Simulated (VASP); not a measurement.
The system is AlB2As3.

```
Al B As
1.0
     3.63648    0.00000    0.00000
    -1.81824    3.14929    0.00000
     0.00000    0.00000   17.92933
Al B As
2 4 6
Direct
  0.33333 0.66667 0.00023
  0.33333 0.66667 0.33356
  0.33333 0.66667 0.66689
  0.66667 0.33333 0.16689
  0.66667 0.33333 0.50023
  0.66667 0.33333 0.83356
  0.33333 0.66667 0.12511
  0.33333 0.66667 0.45844
  0.33333 0.66667 0.79177
  0.66667 0.33333 0.29177
  0.66667 0.33333 0.62511
  0.66667 0.33333 0.95844
```

* Program: VASP 6.6.1
* Task: relaxation of cell and atoms
* Functional: PBE
* Potentials or basis: VASP PAW PBE potentials, release 64 (Al, B, As)
* Cutoff: 600 eV
* k mesh: 6 × 6 × 1
* Occupations: gaussian, width 0.1 eV
* Spin: no spin polarisation

At the start: pressure 3.0 GPa; volume 17.11 Å³/atom.

Task: Where does the relaxation end?

Result: Over 16 steps the energy falls by 168.3 meV/atom and the volume is 16.92 Å³/atom (-1.1 %); space group P3m1 (No. 156, to 0.1 Å) before and after.

The path:
| step | energy change (eV) | largest force (eV/Å) | pressure (GPa) | volume (Å³) |
| --- | --- | --- | --- | --- |
| 1 | 0.0000 | 3.8069 | 2.97 | 205.33 |
| 2 | -1.3040 | 1.3044 | -3.50 | 214.89 |
| 3 | -1.3042 | 1.2923 | -3.44 | 214.75 |
| 4 | -1.6326 | 1.0781 | 0.13 | 205.03 |
| 5 | -1.6356 | 1.2012 | 0.55 | 204.07 |
| 6 | -1.8360 | 0.5983 | 1.23 | 201.00 |
| 7 | -1.8416 | 0.5991 | 1.42 | 200.38 |
| 8 | -1.9368 | 0.6832 | -0.49 | 203.73 |
| 9 | -1.9464 | 0.7708 | -1.24 | 205.19 |
| 10 | -2.0053 | 0.4128 | -0.03 | 203.13 |
| 11 | -2.0065 | 0.4665 | 0.20 | 202.78 |
| 12 | -2.0169 | 0.1838 | 0.03 | 203.06 |
| 13 | -2.0176 | 0.1394 | 0.06 | 203.00 |
| 14 | -2.0196 | 0.0627 | -0.08 | 203.26 |
| 15 | -2.0196 | 0.0497 | -0.06 | 203.22 |
| 16 | -2.0200 | 0.0278 | 0.03 | 203.05 |

Final structure:
```xyz
12
Lattice="3.5818 0.0000 0.0000 -1.7909 3.1020 0.0000 0.0000 0.0000 18.2752" Properties=species:S:1:pos:R:3 pbc="T T T"
Al    0.0000    2.0680   18.1868
Al    0.0000    2.0680    6.2573
B     0.0000    2.0680   12.2140
B     1.7909    1.0340    3.0658
B     1.7909    1.0340    9.4247
B     1.7909    1.0340   14.9958
As    0.0000    2.0680    2.3980
As    0.0000    2.0680    8.7462
As    0.0000    2.0680   14.3233
As    1.7909    1.0340    5.1593
As    1.7909    1.0340   11.5352
As    1.7909    1.0340   17.0878
```
